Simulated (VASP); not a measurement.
A run of VASP 6.6.1:

INCAR

```
PREC     = Accurate       # precision mode
ENCUT    = 600            # plane-wave cutoff, eV
EDIFF    = 1E-6           # SCF threshold, eV
ISMEAR   = -1             # smearing method
SIGMA    = 0.05           # smearing width, eV
LREAL    = False          # projectors in reciprocal space
LASPH    = True           # aspherical terms in the spheres
NELM     = 150            # most SCF steps
ALGO     = Normal         # electronic algorithm
ISIF     = 3              # what is computed and relaxed
LWAVE    = False          # write WAVECAR
LCHARG   = False          # write CHGCAR
ISPIN    = 2              # spin polarisation
MAGMOM   = 4 0            # initial moments
LORBIT   = 11             # projections on sites
LMAXMIX  = 4              # l up to which the mixer works
GGA      = PE             # functional
IBRION   = 2              # ionic algorithm
NSW      = 80             # ionic steps
EDIFFG   = -0.01          # ionic threshold
```

Contents of KPOINTS:

```
regular mesh
0
Gamma
  9 9 9
```

The input POSCAR:

```
MnS
1.0
    0.0000000000      2.4734634191      2.4734634191
    2.4734634191      0.0000000000      2.4734634191
    2.4734634191      2.4734634191      0.0000000000
Mn S
1 1
Direct
    0.0000000000      0.0000000000      0.0000000000
    0.7500000000      0.7500000000      0.7500000000
```

Potentials or basis: VASP PAW PBE potentials, release 64 (Mn_pv, S).

Run with:

```console
$ cat potpaw_PBE.64/Mn_pv/POTCAR potpaw_PBE.64/S/POTCAR > POTCAR
$ mpirun -np 1 vasp_std > vasp.out
```

Hardware: 1 thread of Intel(R) Xeon(R) 6975P-C (Granite Rapids), on a shared host.

Problem. How long does it take, and how much memory?

Solution. Wall time 66 s on 1 thread of Intel(R) Xeon(R) 6975P-C (Granite Rapids), on a shared host, peak memory 0.19 GiB. Counts: scf iterations 52, k points 35, ion steps 3.
